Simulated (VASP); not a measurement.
Set up this calculation in VASP 6.6.1, as the native input.

```yaml
Task: electric field gradients
Functional: PBEsol
Potentials_or_basis: VASP PAW PBE potentials, release 64 (Cu)
Cutoff: 520 eV
k_mesh: 3 × 3 × 3
Occupations: fermi-dirac, width 0.05 eV
Spin: no spin polarisation
Dipole_correction: no
Further_INCAR_settings: ALGO = Normal; EDIFF = 1e-08; NBANDS = 54
```

The structure of Cu lies in POSCAR:

```
Cu
1.0
    0.0000000000      3.6150000000      3.6150000000
    3.6150000000      0.0000000000      3.6150000000
    3.6150000000      3.6150000000      0.0000000000
Cu
8
Direct
    0.0000000000      0.0000000000      0.0000000000
    0.0000000000      0.0000000000      0.5000000000
    0.0000000000      0.5000000000      0.0000000000
    0.0000000000      0.5000000000      0.5000000000
    0.5000000000      0.0000000000      0.0000000000
    0.5000000000      0.0000000000      0.5000000000
    0.5000000000      0.5000000000      0.0000000000
    0.5000000000      0.5000000000      0.5000000000
```

One way to write it, as run:

INCAR

```
PREC = Accurate
ENCUT = 520
EDIFF = 1E-8
ISMEAR = -1
SIGMA = 0.05
LREAL = False
LASPH = True
NELM = 100
ALGO = Normal
ISIF = 2
LWAVE = False
LCHARG = False
GGA = PS
LEFG = True
NBANDS = 54
```

KPOINTS

```
Automatic mesh
0
Gamma
  3 3 3
```

Potentials or basis: VASP PAW PBE potentials, release 64 (Cu).

Command:

```sh
$ cat potpaw_PBE.64/Cu/POTCAR > POTCAR
$ mpirun -np 1 vasp_std > vasp.out
```

It gave:

| Item | Value |
| --- | --- |
| Pressure | -4.7 GPa |
| Band gap on the k mesh | zero (bands 44 and 45 overlap by 1.49 eV) |
| Largest electric field gradient by atom | zero within the noise of the run |

Caveat: the k points lie up to 0.50 Å⁻¹ apart, too coarse for converged energies and pressures of a metal; the PAW data sets were made with another functional, which shifts forces and pressure a little.

Run time: 33 s on 1 thread of Intel Xeon 8259CL (shared host), peak memory 0.23 GiB.
